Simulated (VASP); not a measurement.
A run of VASP 6.6.1 is set up as follows.

The input INCAR:

```
SYSTEM = MgO
PREC = Accurate
ENCUT = 520
EDIFF = 1E-6
ISMEAR = -1
SIGMA = 0.002
LREAL = Auto
LASPH = .TRUE.
NELM = 60
ALGO = Normal
ISIF = 2
LWAVE = .FALSE.
LCHARG = .FALSE.
GGA = PE
NBANDS = 66
```

KPOINTS

```
regular mesh
0
G
  2 2 1
  0 0 0
```

POSCAR

```
MgO
1.0
    5.5677590000      0.0000000000      0.0000000000
    2.7838790000      4.8218210000      0.0000000000
    0.0000000000      0.0000000000     17.6825700000
Mg O
12 12
Direct
    0.0000000000      0.0000000000      0.0565528653
   -0.0000060056      0.4999978224      0.0565528653
    0.5000036819      0.0000000000      0.0565528653
    0.4999976763      0.4999978224      0.0565528653
    0.6434821336      0.6800750173      0.1970075617
    0.6468739613      0.2017909831      0.2175475624
    0.1692814038      0.6823148350      0.2072719067
    0.1641094674      0.1798490653      0.2003950783
    0.3357796603      0.3708350020      0.3627131124
    0.3382903115      0.8724089924      0.3487671758
    0.8515083399      0.3749828125      0.3557005571
    0.8685211428      0.8754991112      0.3506164545
    0.3333283089      0.8333366170      0.1208251968
    0.3333343145      0.3333387946      0.1208251968
    0.8333319908      0.8333366170      0.1208251968
    0.8333379965      0.3333387946      0.1208251968
   -0.0164580273      0.5340513470      0.2692425366
   -0.0026344446      0.0273962887      0.2658323988
    0.4856975037      0.5302146222      0.2729354387
    0.4853065293      0.0370814263      0.2746546458
    0.6783031912      0.1971246963      0.4234282686
    0.6930780911      0.7137552389      0.4069374531
    0.2025409312      0.1741458258      0.4270476520
    0.2094595205      0.6962514784      0.4216355428
```

Potentials or basis: VASP PAW PBE potentials, release 64 (Mg, O).

Command:

```sh
$ cat potpaw_PBE.64/Mg/POTCAR potpaw_PBE.64/O/POTCAR > POTCAR
$ mpirun -np 1 vasp_std > vasp.out
```

(1) Predict the band gap on the k mesh.

(2) What does it give for the largest force?

Answers

(1) zero (bands 48 and 49 overlap by 0.34 eV).

(2) 2.386 eV/Å.

Caveat: the k points lie up to 0.65 Å⁻¹ apart; the atoms stand as in a frame of molecular dynamics.
